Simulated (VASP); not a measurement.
**Mo3Ru: single point with PBE**

The system is Mo3Ru.

```xyz
4
Lattice="3.9828 0.0000 0.0000 0.0000 3.9828 0.0000 0.0000 0.0000 3.9828" Properties=species:S:1:pos:R:3 pbc="T T T"
Mo    0.0000    1.9914    1.9914
Mo    1.9914    0.0000    1.9914
Mo    1.9914    1.9914    0.0000
Ru    0.0000    0.0000    0.0000
```

```json
{
  "Program": "VASP 6.6.1",
  "Task": "single point",
  "Functional": "PBE",
  "Potentials or basis": "VASP PAW PBE potentials, release 64 (Mo_sv, Ru_pv)",
  "Cutoff": "520 eV",
  "k mesh": "4 × 4 × 4",
  "Occupations": "gaussian, width 0.1 eV",
  "Spin": "no spin polarisation"
}
```

The pressure is -5.2 GPa. The band gap on the k mesh is zero (band 28 reaches 14.81 eV, above the bottom of band 29 at 11.14 eV).

Levels at points of the mesh, in eV from the Fermi level:
```
           k point  band 24  band 25  band 26  band 27  band 28  band 29  band 30  band 31
(0.00, 0.00, 0.00)    -1.07    -1.07     1.21     1.21     3.36     3.36     3.41     3.41
(0.50, 0.00, 0.00)    -1.84    -1.84    -0.80     0.18     0.54     0.54     0.89     1.30
(0.50, 0.50, 0.00)    -1.81    -1.72    -1.66    -1.66    -0.91     0.66     0.67     0.67
(0.50, 0.50, 0.50)    -1.26    -0.84    -0.84    -0.84     1.44     1.44     1.44     1.77
```

Wall time 20 s on 1 thread of Intel(R) Xeon(R) Platinum 8488C (Sapphire Rapids), with other jobs on the host, peak memory 0.17 GiB.

Caveat: the k points lie up to 0.39 Å⁻¹ apart.
